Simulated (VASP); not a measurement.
A run of VASP 6.6.1 is set up as follows.

File POSCAR:

```
C
1.0
    0.0000000000      1.7469644787      1.7469644787
    1.7469644787      0.0000000000      1.7469644787
    1.7469644787      1.7469644787      0.0000000000
C
2
Direct
    0.7500000000      0.7500000000      0.7500000000
    0.5000000000      0.5000000000      0.5000000000
```

Contents of INCAR.step1:

```
SYSTEM = C
PREC     = Accurate       ! precision mode
ENCUT    = 520            ! plane-wave cutoff, eV
EDIFF    = 1E-5           ! SCF threshold, eV
ISMEAR   = -1             ! smearing method
SIGMA    = 0.05           ! smearing width, eV
LREAL    = .FALSE.        ! projectors in reciprocal space
LASPH    = .TRUE.         ! aspherical terms in the spheres
NELM     = 60             ! most SCF steps
ALGO     = Normal         ! electronic algorithm
ISIF     = 2              ! what is computed and relaxed
LWAVE    = .TRUE.         ! write WAVECAR
LCHARG   = .FALSE.        ! write CHGCAR
NBANDS   = 11             ! bands
GGA      = PE             ! functional
```

File INCAR.step2:

```
SYSTEM = C
PREC     = Accurate       ! precision mode
ENCUT    = 520            ! plane-wave cutoff, eV
EDIFF    = 1E-6           ! SCF threshold, eV
ISMEAR   = -1             ! smearing method
SIGMA    = 0.05           ! smearing width, eV
LREAL    = .FALSE.        ! projectors in reciprocal space
LASPH    = .TRUE.         ! aspherical terms in the spheres
NELM     = 60             ! most SCF steps
ALGO     = Normal         ! electronic algorithm
ISIF     = 2              ! what is computed and relaxed
LWAVE    = .FALSE.        ! write WAVECAR
LCHARG   = .FALSE.        ! write CHGCAR
GGA      = PS             ! functional
LHFCALC  = .TRUE.         ! exact exchange
AEXX     = 0.25           ! exact-exchange fraction
PRECFOCK = Normal       
NBANDS   = 11             ! bands
ISTART   = 1
```

Contents of KPOINTS:

```
regular mesh
0
G
  7 7 7
  0 0 0
```

Potentials or basis: VASP PAW PBE potentials, release 64 (C).

Run with:

```bash
$ cat potpaw_PBE.64/C/POTCAR > POTCAR
$ cp INCAR.step1 INCAR
$ mpirun -np 1 vasp_std > vasp.out
$ cp INCAR.step2 INCAR
$ mpirun -np 1 vasp_std > vasp.out
```

Q: What does it give for the band gap on the k mesh?

A: 6.23 eV (least direct gap 7.88 eV).

Q: Estimate the pressure.

A: 18.8 GPa.

Caveat: the k points lie up to 0.44 Å⁻¹ apart; the PAW data sets were made with another functional, which shifts forces and pressure a little; an odd mesh through Γ misses points on the zone boundary, where band edges can lie.
